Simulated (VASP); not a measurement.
# Ho2O (P4_2/nmc) in VASP: further runs, part 2 of 2

VASP 6.6.1. Earlier steps stand in the parts before.

## (3) Single point, PBE

This run uses another cell than the first one: it holds 12 atoms, not 6.

INCAR reads:

```
SYSTEM = Ho2O
PREC = Accurate
ENCUT = 600
EDIFF = 1E-6
ISMEAR = 0
SIGMA = 0.2
LREAL = .FALSE.
LASPH = .TRUE.
NELM = 200
ALGO = Normal
ISIF = 2
LWAVE = .FALSE.
LCHARG = .FALSE.
GGA = PE
NBANDS = 60
GGA_COMPAT = .FALSE.
LMAXMIX = 6
```

KPOINTS reads:

```
regular mesh
0
G
  6 6 1
  0 0 0
```

POSCAR reads:

```
Ho2O
1.0
    3.7097642859      0.0000000000      0.0000000000
    0.0000000000      3.7097642859      0.0000000000
    0.0000000000      0.0000000000     20.8914188485
Ho O
8 4
Direct
    0.5000000000      0.0000000000      0.0571173586
    0.5000000000      0.0000000000      0.5571173586
    0.5000000000      0.0000000000      0.3071173586
    0.5000000000      0.0000000000      0.8071173586
    0.0000000000      0.5000000000      0.1928826414
    0.0000000000      0.5000000000      0.6928826414
    0.0000000000      0.5000000000      0.4428826414
    0.0000000000      0.5000000000      0.9428826414
    0.0000000000      0.0000000000      0.2500000000
    0.0000000000      0.0000000000      0.7500000000
    0.5000000000      0.5000000000      0.0000000000
    0.5000000000      0.5000000000      0.5000000000
```

Potentials or basis: VASP PAW PBE potentials, release 64 (Ho_3, O), 4f in core.

Launch:

```sh
> cat potpaw_PBE.64/Ho_3/POTCAR potpaw_PBE.64/O/POTCAR > POTCAR
> mpirun -np 1 vasp_std > vasp.out
```

OUTCAR:

```text
SYSTEM = Ho2O
   PREC = Accurate
   ENCUT = 600
   EDIFF = 1E-6
   ISMEAR = 0
   LREAL = .FALSE.
   LASPH = .TRUE.
   NELM = 200
   ISIF = 2
   GGA = PE

 ion  position               nearest neighbor table
   1  0.500  0.000  0.057-  11 2.21  11 2.21   8 3.55   8 3.55   8 3.55   8 3.55
   2  0.500  0.000  0.557-  12 2.21  12 2.21   7 3.55   7 3.55   7 3.55   7 3.55
   3  0.500  0.000  0.307-   9 2.21   9 2.21   5 3.55   5 3.55   5 3.55   5 3.55
   4  0.500  0.000  0.807-  10 2.21  10 2.21   6 3.55   6 3.55   6 3.55   6 3.55
   5  0.000  0.500  0.193-   9 2.21   9 2.21   3 3.55   3 3.55   3 3.55   3 3.55
   6  0.000  0.500  0.693-  10 2.21  10 2.21   4 3.55   4 3.55   4 3.55   4 3.55
   7  0.000  0.500  0.443-  12 2.21  12 2.21   2 3.55   2 3.55   2 3.55   2 3.55
   8  0.000  0.500  0.943-  11 2.21  11 2.21   1 3.55   1 3.55   1 3.55   1 3.55
   9  0.000  0.000  0.250-   3 2.21   5 2.21   5 2.21   3 2.21
  10  0.000  0.000  0.750-   4 2.21   6 2.21   6 2.21   4 2.21
  11  0.500  0.500  0.000-   1 2.21   8 2.21   1 2.21   8 2.21
  12  0.500  0.500  0.500-   2 2.21   7 2.21   2 2.21   7 2.21
[... 7 lines left out ...]
 A1 = (   3.7097642859,   0.0000000000,   0.0000000000)
 A2 = (   0.0000000000,   3.7097642859,   0.0000000000)
[... 830 lines left out ...]

------------------------ aborting loop because EDIFF is reached ----------------------------------------

  FORCE on cell =-STRESS in cart. coord.  units (eV):
  Direction    XX          YY          ZZ          XY          YZ          ZX
  --------------------------------------------------------------------------------------
  -------------------------------------------------------------------------------------
  Total        1.8192221      1.8192221      1.5132126      0.0000000      0.0000000      0.0000000
  in kB       10.1376139     10.1376139      8.4323762      0.0000000      0.0000000      0.0000000
  external PRESSURE =       9.5692013 kB  Pullay stress =       0.0000000 kB

 VOLUME and BASIS-vectors are now :
 -----------------------------------------------------------------------------
  energy-cutoff  :      600.00
  volume of cell :      287.52
      direct lattice vectors                 reciprocal lattice vectors
     3.709764286  0.000000000  0.000000000     0.269558905  0.000000000  0.000000000
     0.000000000  3.709764286  0.000000000     0.000000000  0.269558905  0.000000000
     0.000000000  0.000000000 20.891418848     0.000000000  0.000000000  0.047866543

 POSITION                                       TOTAL-FORCE (eV/Angst)
 -----------------------------------------------------------------------------------
      1.85488      0.00000      1.19326        -0.000000      0.000000      0.119418
      1.85488      0.00000     11.63897        -0.000000      0.000000      0.119418
      1.85488      0.00000      6.41612         0.000000     -0.000000      0.119418
      1.85488      0.00000     16.86183         0.000000     -0.000000      0.119418
      0.00000      1.85488      4.02959         0.000000     -0.000000     -0.119418
      0.00000      1.85488     14.47530         0.000000     -0.000000     -0.119418
      0.00000      1.85488      9.25245         0.000000      0.000000     -0.119418
      0.00000      1.85488     19.69816        -0.000000      0.000000     -0.119418
      0.00000      0.00000      5.22285        -0.000000     -0.000000      0.000000
      0.00000      0.00000     15.66856         0.000000      0.000000      0.000000
      1.85488      1.85488      0.00000        -0.000000     -0.000000      0.000000
      1.85488      1.85488     10.44571         0.000000      0.000000      0.000000
 -----------------------------------------------------------------------------------
    total drift:                                0.000000      0.000000      0.000000

  FREE ENERGIE OF THE ION-ELECTRON SYSTEM (eV)
  ---------------------------------------------------
  free  energy   TOTEN  =       -79.0281400907 eV

  energy  without entropy=      -78.8410321194  energy(sigma->0) =      -78.93458611
```

stdout:

```text
POSCAR found type information on POSCAR HoO
 POSCAR found :  2 types and      12 ions
 scaLAPACK will be used
 LDA part: xc-table for (Slater+PW92), standard interpolation
 POSCAR, INCAR and KPOINTS ok, starting setup
 FFT: planning ... GRIDC
 FFT: planning ... GRID_SOFT
 FFT: planning ... GRID
 WAVECAR not read
 entering main loop
```

Wall time 2.8 min (1 thread of AMD EPYC 9R45 (Zen 5), shared host); peak memory 0.43 GiB.

Results:

| Property | Result |
| --- | --- |
| Free energy | -79.0281 eV |
| Pressure | 1.0 GPa |
| Largest force | 0.119 eV/Å |
| Band gap on the k mesh | zero (bands 48 and 49 overlap by 0.11 eV) |

Forces on the atoms (eV/Å):
```
Ho   0.000  0.000  0.119
Ho   0.000  0.000  0.119
Ho   0.000  0.000  0.119
Ho   0.000  0.000  0.119
Ho   0.000  0.000 -0.119
Ho   0.000  0.000 -0.119
Ho   0.000  0.000 -0.119
Ho   0.000  0.000 -0.119
O    0.000  0.000  0.000
O    0.000  0.000  0.000
O    0.000  0.000  0.000
O    0.000  0.000  0.000
```

Stress tensor (GPa, compression positive):
```
1.01 0.00 0.00
0.00 1.01 0.00
0.00 0.00 0.84
```

Levels at points of the mesh, in eV from the Fermi level:
```
           k point  band 44  band 45  band 46  band 47  band 48  band 49  band 50  band 51  band 52  band 53
(0.00, 0.00, 0.00)    -2.31    -2.16    -1.12    -1.12    -0.82     0.67     0.67     0.72     1.21     1.36
(0.50, 0.00, 0.00)    -1.56    -0.83    -0.83    -0.70    -0.70     0.31     0.31     0.46     0.46     1.67
(0.50, 0.50, 0.00)    -0.61    -0.04    -0.04     0.08     0.08     0.08     0.08     0.24     0.24     0.29
```

Caveat: spin-orbit coupling is left out, which moves the levels of the heavy elements; the 4f electrons are frozen in the core, so they carry no moment and show no levels; the run has no spin polarisation, though such a crystal can be magnetic.
